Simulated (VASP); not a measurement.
## W: single point with LDA

W:

```
W
1.0
    -1.51332    1.51332    1.51332
     1.51332   -1.51332    1.51332
     1.51332    1.51332   -1.51332
W
1
Direct
  0.00000 0.00000 0.00000
```

This cell differs from its parent crystal: volume scaled by 0.9.

| Item | Value |
| --- | --- |
| Program | VASP 6.6.1 |
| Task | single point |
| Functional | LDA |
| Potentials or basis | VASP PAW LDA potentials, release 64 (W_sv) |
| Cutoff | 520 eV |
| k mesh | 19 × 19 × 19 |
| Occupations | fermi-dirac, width 0.08 eV |
| Spin | no spin polarisation |

```yaml
Pressure: 47.1 GPa
Band_gap_on_the_k_mesh: zero (band 7 reaches 19.15 eV, above the bottom of band 8 at 11.87 eV)
```

Levels at points of the mesh, in eV from the Fermi level:
| k point | band 3 | band 4 | band 5 | band 6 | band 7 | band 8 | band 9 | band 10 | band 11 | band 12 |
| --- | --- | --- | --- | --- | --- | --- | --- | --- | --- | --- |
| (0.00, 0.00, 0.00) | -37.19 | -37.19 | -10.27 | -1.55 | -1.55 | -1.55 | 2.48 | 2.48 | 14.82 | 14.82 |

Wall time 32 s on 1 thread of AMD EPYC 7R13 Processor (Zen 3), with other jobs on the host, peak memory 0.11 GiB.

Caveat: spin-orbit coupling is left out, which moves the levels of the heavy elements.
